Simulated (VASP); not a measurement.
# CuI (F-43m) in VASP: further runs

CuI is run at these levels: PBEsol; tasks: elastic constants.

All numbers are computed with VASP 6.6.1; they aren't measurements. Logs are shortened: lines on timing, memory, paths and dates and some standing lists are left out, and cuts for length are marked.

## (1) The cell of the first run

It takes space group F-43m (No. 216, cubic). Conventional cell: a = 5.939 Å, b = 5.939 Å, c = 5.939 Å, α = 90.00°, β = 90.00°, γ = 90.00°. Cu (site symmetry -43m) has 4 I at 2.57 Å within 3.4 Å. I (site symmetry -43m) has 4 Cu at 2.57 Å within 3.4 Å.

## (2) Elastic constants, PBEsol

Contents of INCAR:

```
SYSTEM = CuI
PREC = Accurate ; ENCUT = 600
EDIFF = 1E-8 ; ISMEAR = 0
SIGMA = 0.01 ; LREAL = .FALSE.
LASPH = .TRUE. ; NELM = 80
ALGO = Normal ; ISIF = 3
LWAVE = .FALSE. ; LCHARG = .FALSE.
GGA = PS ; IBRION = 6
NFREE = 2 ; POTIM = 0.015
NSW = 1
```

Contents of KPOINTS:

```
regular mesh
0
G
  8 8 8
  0 0 0
```

Contents of POSCAR:

```
CuI
1.0
    0.0000000000      2.9695348394      2.9695348394
    2.9695348394      0.0000000000      2.9695348394
    2.9695348394      2.9695348394      0.0000000000
Cu I
1 1
Direct
    0.7500000000      0.7500000000      0.7500000000
    0.0000000000      0.0000000000      0.0000000000
```

Potentials or basis: VASP PAW PBE potentials, release 64 (Cu, I).

Command:

```bash
$ cat potpaw_PBE.64/Cu/POTCAR potpaw_PBE.64/I/POTCAR > POTCAR
$ mpirun -np 1 vasp_std > vasp.out
```

OUTCAR:

```text
SYSTEM = CuI
   PREC = Accurate
   ENCUT = 600
   EDIFF = 1E-8
   ISMEAR = 0
   LREAL = .FALSE.
   LASPH = .TRUE.
   NELM = 80
   ISIF = 3
   GGA = PS
   IBRION = 6
   NFREE = 2
   POTIM = 0.015
   NSW = 1

 ion  position               nearest neighbor table
   1  0.750  0.750  0.750-   2 2.57   2 2.57   2 2.57   2 2.57
   2  0.000  0.000  0.000-   1 2.57   1 2.57   1 2.57   1 2.57

  LATTYP: Found a face centered cubic cell.
 ALAT       =     5.9390696788

  Lattice vectors:

 A1 = (   0.0000000000,   2.9695348394,   2.9695348394)
 A2 = (   2.9695348394,   0.0000000000,   2.9695348394)
 A3 = (   2.9695348394,   2.9695348394,   0.0000000000)

Analysis of symmetry for initial positions (statically):
=====================================================================
 Subroutine PRICEL returns:
 Original cell was already a primitive cell.

 Routine SETGRP: Setting up the symmetry group for a
 face centered cubic supercell.

 Subroutine GETGRP returns: Found 24 space group operations
 (whereof 24 operations were pure point group operations)
 out of a pool of 48 trial point group operations.

The static configuration has the point symmetry T_d .

Analysis of symmetry for dynamics (positions and initial velocities):
=====================================================================
 Subroutine PRICEL returns:
 Original cell was already a primitive cell.

 Routine SETGRP: Setting up the symmetry group for a
 face centered cubic supercell.

 Subroutine GETGRP returns: Found 24 space group operations
 (whereof 24 operations were pure point group operations)
 out of a pool of 48 trial point group operations.

The dynamic configuration has the point symmetry T_d .

 Subroutine INISYM returns: Found 24 space group operations
 (whereof 24 operations are pure point group operations),
 and found     1 'primitive' translations

----------------------------------------------------------------------------------------

                                     Primitive cell

  volume of cell :      52.3715

  direct lattice vectors                    reciprocal lattice vectors
     0.000000000  2.969534839  2.969534839    -0.168376539  0.168376539  0.168376539
     2.969534839  0.000000000  2.969534839     0.168376539 -0.168376539  0.168376539
     2.969534839  2.969534839  0.000000000     0.168376539  0.168376539 -0.168376539

  length of vectors
     4.199556444  4.199556444  4.199556444     0.291636721  0.291636721  0.291636721

  position of ions in fractional coordinates (direct lattice)
     0.750000000  0.750000000  0.750000000
     0.000000000  0.000000000  0.000000000

  ion indices of the primitive-cell ions
   primitive index   ion index
                 1           1
                 2           2

----------------------------------------------------------------------------------------

 KPOINTS: regular mesh

Automatic generation of k-mesh.
 Grid dimensions read from file:
 generate k-points for:    8    8    8

 Generating k-lattice:

  Cartesian coordinates                     Fractional coordinates (reciprocal lattice)
    -0.021047067  0.021047067  0.021047067     0.125000000  0.000000000  0.000000000
[... 112 lines left out ...]

  FORCE on cell =-STRESS in cart. coord.  units (eV):
  Direction    XX          YY          ZZ          XY          YZ          ZX
  --------------------------------------------------------------------------------------
  -------------------------------------------------------------------------------------
  Total        0.0479370      0.0479370      0.0479370     -0.0000000      0.0000000     -0.0000000
  in kB        1.4665132      1.4665132      1.4665132     -0.0000000      0.0000000     -0.0000000
  external PRESSURE =       1.4665132 kB  Pullay stress =       0.0000000 kB
[... 89 lines left out ...]
  FREE ENERGIE OF THE ION-ELECTRON SYSTEM (eV)
  ---------------------------------------------------
  free  energy   TOTEN  =        -6.3176897071 eV

  energy  without entropy=       -6.3176897071  energy(sigma->0) =       -6.31768971

[... ionic steps 4 to 14 ...]

--------------------------------------- Ionic step       15  -------------------------------------------

 number of electron      17.9999997 magnetization

------------------------ aborting loop because EDIFF is reached ----------------------------------------
[... 67 lines left out ...]
--------------------------------------- Ionic step       17  -------------------------------------------

 number of electron      17.9999991 magnetization

 Free energy of the ion-electron system (eV)
  ---------------------------------------------------
  ext. energy  EPLUGINS =         0.00000000
  ---------------------------------------------------
  free energy    TOTEN  =        -6.32029982 eV

  energy without entropy =       -6.32029982  energy(sigma->0) =       -6.32029982

 E-fermi :   5.0653     XC(G=0):  -9.4276

 val. band max:        4.9795530561   @ k =   0.0000   0.0000   0.0000
 cond. band min:       6.1707467676   @ k =   0.0000   0.0000   0.0000
 fundamental gap:      1.1911937116
 Fermi energy:         5.0653252471

 k-point     1 :       0.0000    0.0000    0.0000
  band No.  band energies     occupation
      1      -9.3957      2.00000
      2       1.0129      2.00000
      3       1.0346      2.00000
      4       1.0567      2.00000
      5       2.8284      2.00000
      6       2.8287      2.00000
      7       4.9666      2.00000
      8       4.9733      2.00000
      9       4.9796      2.00000
     10       6.1707      0.00000
     11       9.7288      0.00000
     12       9.7327      0.00000
     13       9.7374      0.00000
[... 354 lines left out ...]
  band No.  band energies     occupation
      1      -8.6327      2.00000
      2      -0.7489      2.00000
      3       0.4816      2.00000
      4       1.0465      2.00000
      5       2.7463      2.00000
      6       2.8388      2.00000
      7       2.9643      2.00000
      8       3.4510      2.00000
      9       3.7990      2.00000
     10       8.5507      0.00000
     11       9.4938      0.00000
     12      11.2306      0.00000
     13      12.4456      0.00000

 [... further k-points ...]

------------------------ aborting loop because EDIFF is reached ----------------------------------------

  FORCE on cell =-STRESS in cart. coord.  units (eV):
  Direction    XX          YY          ZZ          XY          YZ          ZX
  --------------------------------------------------------------------------------------
  -------------------------------------------------------------------------------------
  Total        0.0466969      0.0479758      0.0479758      0.0000000      0.0678727      0.0000000
  in kB        1.4285770      1.4677006      1.4677006      0.0000000      2.0763959      0.0000000
  external PRESSURE =       1.4546594 kB  Pullay stress =       0.0000000 kB
[... 17 lines left out ...]
  FREE ENERGIE OF THE ION-ELECTRON SYSTEM (eV)
  ---------------------------------------------------
  free  energy   TOTEN  =        -6.3202998243 eV

  energy  without entropy=       -6.3202998243  energy(sigma->0) =       -6.32029982

 INTERNAL STRAIN TENSORS FROM STRAINED CELLS
 ============================================

 INTERNAL STRAIN TENSOR FOR ION    1 for displacements in x,y,z  (eV/Angst):
          X           Y           Z          XY          YZ          ZX
  --------------------------------------------------------------------------------
  x    -0.00000     0.00000    -0.00000    -0.00000     4.53288    -0.00000
  y     0.00000     0.00000    -0.00000     0.00000     0.00000     4.53333
  z     0.00000     0.00000     0.00000     4.53255     0.00000     0.00000

 INTERNAL STRAIN TENSORS FROM DISPLACED ATOMS
 ============================================

 INTERNAL STRAIN TENSOR FOR ION    1 for displacements in x,y,z  (eV/Angst):
          X           Y           Z          XY          YZ          ZX
  --------------------------------------------------------------------------------
  x     0.00000     0.00000     0.00000     0.00000     4.52683     0.00000
  y     0.00000     0.00000     0.00000     0.00000     0.00000     4.52683
  z     0.00000     0.00000     0.00000     4.52683     0.00000     0.00000

 INTERNAL STRAIN TENSOR FOR ION    2 for displacements in x,y,z  (eV/Angst):
          X           Y           Z          XY          YZ          ZX
  --------------------------------------------------------------------------------
  x     0.00000    -0.00000    -0.00000     0.00000    -4.53355     0.00000
  y    -0.00000     0.00000    -0.00000     0.00000     0.00000    -4.53355
  z    -0.00000    -0.00000     0.00000    -4.53355     0.00000     0.00000

 Eigenvectors and eigenvalues of the dynamical matrix
 ----------------------------------------------------

   1 f  =    4.332802 THz    27.223800 2PiTHz  144.526729 cm-1    17.919023 meV
             X         Y         Z           dx          dy          dz
      4.454302  4.454302  4.454302     0.815114    0.000000    0.000000
      0.000000  0.000000  0.000000    -0.579300    0.000000    0.000000
[... 21 lines left out ...]
   6 f/i=    0.008845 THz     0.055577 2PiTHz    0.295050 cm-1     0.036582 meV
             X         Y         Z           dx          dy          dz
      4.454302  4.454302  4.454302     0.000000    0.000000   -0.579300
      0.000000  0.000000  0.000000     0.000000    0.000000   -0.815114

--------------------------------------------------------------------------------------------------------

 ELASTIC MODULI CONTR FROM IONIC RELAXATION (kBar)
 Direction    XX          YY          ZZ          XY          YZ          ZX
 --------------------------------------------------------------------------------
 XX          -0.0000      0.0000      0.0000     -0.0000      0.0000     -0.0000
 YY           0.0000     -0.0000     -0.0000     -0.0000     -0.0000      0.0000
 ZZ           0.0000     -0.0000     -0.0000      0.0000     -0.0000     -0.0000
 XY          -0.0000     -0.0000      0.0000   -192.7538      0.0000      0.0000
 YZ           0.0000     -0.0000     -0.0000      0.0000   -192.7538      0.0000
 ZX          -0.0000      0.0000     -0.0000      0.0000      0.0000   -192.7538
 --------------------------------------------------------------------------------

 TOTAL ELASTIC MODULI (kBar)
 Direction    XX          YY          ZZ          XY          YZ          ZX
 --------------------------------------------------------------------------------
 XX         620.3873    430.9708    430.9708     -0.0000      0.0000     -0.0000
 YY         430.9708    620.3873    430.9708     -0.0000     -0.0000      0.0000
 ZZ         430.9708    430.9708    620.3873      0.0000     -0.0000     -0.0000
 XY          -0.0000     -0.0000      0.0000    235.6843      0.0000      0.0000
 YZ           0.0000     -0.0000     -0.0000      0.0000    235.6843      0.0000
 ZX          -0.0000      0.0000     -0.0000      0.0000      0.0000    235.6843
 --------------------------------------------------------------------------------
```

It took 26 min on 1 thread of Oxide Virtual Turin-like, shared host; peak memory 0.35 GiB.

Results:

```yaml
Elastic_constants_C11_C12_C44: 62, 43, 24 GPa
Voigt_bulk_modulus: 49 GPa
Highest_phonon_frequency_at_Γ_LO-TO_splitting_left_out: 145 cm⁻¹
```

Phonon frequencies in cm⁻¹ (negative: imaginary):
| q point | frequencies |
| --- | --- |
| (0.000, 0.000, 0.000) | 0 0 0 145 145 145 |

Elastic tensor in Voigt notation (GPa, in the Cartesian axes of the cell as first typed):
```
62 43 43  0  0  0
43 62 43  0  0  0
43 43 62  0  0  0
 0  0  0 24  0  0
 0  0  0  0 24  0
 0  0  0  0  0 24
```

Clamped-ion elastic tensor (GPa):
```
62 43 43  0  0  0
43 62 43  0  0  0
43 43 62  0  0  0
 0  0  0 43  0  0
 0  0  0  0 43  0
 0  0  0  0  0 43
```

Caveat: the PAW data sets were made with another functional, which shifts forces and pressure a little; spin-orbit coupling is left out, which moves the levels of the heavy elements.

## (3) Elastic constants, PBEsol

Contents of INCAR:

```
PREC = Accurate ; ENCUT = 600
EDIFF = 1E-8 ; ISMEAR = 0
SIGMA = 0.01 ; LREAL = F
LASPH = T ; NELM = 100
ALGO = Normal ; ISIF = 3
LWAVE = F ; LCHARG = F
GGA = PS ; IBRION = 6
NFREE = 2 ; POTIM = 0.015
NSW = 1
```

Contents of KPOINTS:

```
regular mesh
0
Gamma
  8 8 8
```

POSCAR is that of step 2.

Potentials or basis: VASP PAW PBE potentials, release 64 (Cu, I).

Command:

```bash
$ cat potpaw_PBE.64/Cu/POTCAR potpaw_PBE.64/I/POTCAR > POTCAR
$ mpirun -np 1 vasp_std > vasp.out
```

It took 21 min on 1 thread of Oxide Virtual Turin-like, shared host; peak memory 0.35 GiB.

The run converged. Its results:

* Elastic constants C11, C12, C44: 62, 43, 24 GPa
* Voigt bulk modulus: 49 GPa
* Highest phonon frequency at Γ, LO-TO splitting left out: 145 cm⁻¹

Phonon frequencies in cm⁻¹ (negative: imaginary):
```
              q point        frequencies
(0.000, 0.000, 0.000)  0 0 0 145 145 145
```

Elastic tensor in Voigt notation (GPa, in the Cartesian axes of the cell as first typed):
```
62 43 43  0  0  0
43 62 43  0  0  0
43 43 62  0  0  0
 0  0  0 24  0  0
 0  0  0  0 24  0
 0  0  0  0  0 24
```

Clamped-ion elastic tensor (GPa):
```
62 43 43  0  0  0
43 62 43  0  0  0
43 43 62  0  0  0
 0  0  0 43  0  0
 0  0  0  0 43  0
 0  0  0  0  0 43
```

Caveat: the PAW data sets were made with another functional, which shifts forces and pressure a little; spin-orbit coupling is left out, which moves the levels of the heavy elements.
